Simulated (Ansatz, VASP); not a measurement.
## One calculation of CdF2, two programs

```xyz
3
Lattice="0.0000 2.6488 2.6488 3.0462 0.0000 2.6488 3.0462 2.6488 0.0000" Properties=species:S:1:pos:R:3 pbc="T T T"
Cd    0.0000    0.0000    0.0000
F     1.5231    1.3244    1.3244
F     4.5692    3.9732    3.9732
```

Change from the starting cell: strain +0.1500 x Voigt [1, 0, 0, 0, 0, 0], atoms carried along.

Alike in both runs: task single point; functional LDA; k mesh 8 × 8 × 8; occupations gaussian, width 0.05 eV; no spin polarisation.

|  | VASP | Ansatz |
| --- | --- | --- |
| version | VASP 6.6.1 | Ansatz 0.2.0 |
| potentials or method | VASP PAW LDA potentials, release 64 (Cd, F), cutoff 520 eV | scalar-relativistic, plane waves, PAW |
| valence electrons in the cell | 26 | 34 |

VASP gave:

```
gap on the k mesh at the Fermi level (eV)                     : 2.08
least direct gap on the mesh (eV)                             : 2.67
pressure (GPa)                                                : -12.2
traceless stress, the component that is largest in VASP (GPa) : -10.04
```

Which values does Ansatz return?

gap on the k mesh at the Fermi level (eV): 2.09; least direct gap on the mesh (eV): 2.69; pressure (GPa): -12.8; traceless stress, the component that is largest in VASP (GPa): -10.18.

LDA's correlation is that of Perdew and Zunger in VASP and of Perdew and Wang (1992) in Ansatz. VASP's potentials hold 26 valence electrons a cell and Ansatz's 34, so a difference there can come from the potentials and not from the codes.
